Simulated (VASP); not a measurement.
Input of a VASP 6.6.1 run:

The input POSCAR:

```
Si
1.0
    0.0000000000      2.7357621204      2.7357621204
    2.7357621204      0.0000000000      2.7357621204
    2.7357621204      2.7357621204      0.0000000000
Si
2
Direct
    0.5000000000      0.5000000000      0.5000000000
    0.7500000000      0.7500000000      0.7500000000
```

File INCAR.step1:

```
SYSTEM = Si
  PREC = Accurate
  ENCUT = 520
  EDIFF = 1E-5
  ISMEAR = 0
  SIGMA = 0.05
  LREAL = .FALSE.
  LASPH = .TRUE.
  NELM = 100
  ALGO = Normal
  ISIF = 2
  LWAVE = .TRUE.
  NBANDS = 11
  GGA = PE
```

The input INCAR.step2:

```
SYSTEM = Si
  PREC = Accurate
  ENCUT = 520
  EDIFF = 1E-6
  ISMEAR = 0
  SIGMA = 0.05
  LREAL = .FALSE.
  LASPH = .TRUE.
  NELM = 100
  ALGO = Normal
  ISIF = 2
  LWAVE = .FALSE.
  LCHARG = .TRUE.
  GGA = PE
  LHFCALC = .TRUE.
  HFSCREEN = 0.2079
  PRECFOCK = Normal
  LELF = .TRUE.
  LVHAR = .TRUE.
  NBANDS = 11
  ISTART = 1
```

KPOINTS

```
regular mesh
0
G
  6 6 6
  0 0 0
```

Potentials or basis: VASP PAW PBE potentials, release 64 (Si).

Launch:

```bash
$ cat potpaw_PBE.64/Si/POTCAR > POTCAR
$ cp INCAR.step1 INCAR
$ mpirun -np 1 vasp_std > vasp.out
$ cp INCAR.step2 INCAR
$ mpirun -np 1 vasp_std > vasp.out
```

Question: What does it give for the band gap on the k mesh?

Answer: 1.33 eV (least direct gap 3.31 eV).

Question: Estimate the pressure.

Answer: -1.9 GPa.

Caveat: the PAW data sets were made with another functional, which shifts forces and pressure a little. A k mesh can miss the band edges.
